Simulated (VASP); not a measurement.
Input of a VASP 6.6.1 run:

File INCAR:

```
SYSTEM = Al3As3H
PREC = Accurate ; ENCUT = 400
EDIFF = 1E-6 ; ISMEAR = 0
SIGMA = 0.05 ; LREAL = .False.
LASPH = .True. ; NELM = 200
ALGO = Normal ; ISIF = 2
LWAVE = .False. ; LCHARG = .False.
ISPIN = 2 ; MAGMOM = 0 0 0 0 0 0 1
LORBIT = 11 ; LDIPOL = .True.
IDIPOL = 3 ; DIPOL = 0.5 0.5 0.478
GGA = PS ; NBANDS = 26
GGA_COMPAT = .False. ; NELMDL = -8
```

The input KPOINTS:

```
regular mesh
0
Gamma
  7 7 1
  0 0 0
```

POSCAR

```
Al3As3H
1.0
    4.0125456562      0.0000000000      0.0000000000
    0.0000000000      4.0125456562      0.0000000000
    0.0000000000      0.0000000000     26.0932456083
As Al H
3 3 1
Direct
    0.0000000000      0.5000000000      0.3257547999
    0.5000000000      0.0000000000      0.4344916847
    0.0000000000      0.5000000000      0.5514126967
    0.5000000000      0.5000000000      0.3801232422
    0.0000000000      0.0000000000      0.4850540567
    0.5000000000      0.5000000000      0.6148046003
    0.0000000000      1.0000000000      0.5555469571
```

Potentials or basis: VASP PAW PBE potentials, release 64 (As, Al, H).

The run is started by

```bash
$ cat potpaw_PBE.64/As/POTCAR potpaw_PBE.64/Al/POTCAR potpaw_PBE.64/H/POTCAR > POTCAR
$ mpirun -np 1 vasp_std > vasp.out
```

Task: Estimate the net moment.

Result: 0.35 μB per cell.

Task: Predict the largest force.

Result: 0.588 eV/Å.

Task: Estimate the site moments.

Result: As +0.08, +0.01; Al -0.00, +0.00, +0.01; H -0.00 μB.

Forces in eV/Å, atoms in the order of the input:
```
As   0.000  0.000  0.156
As   0.000  0.000  0.393
As   0.000  0.000 -0.004
Al   0.000  0.000 -0.588
Al   0.000  0.000  0.031
Al   0.000  0.000  0.012
H    0.000  0.000  0.000
```

Caveat: the PAW data sets were made with another functional, which shifts forces and pressure a little.
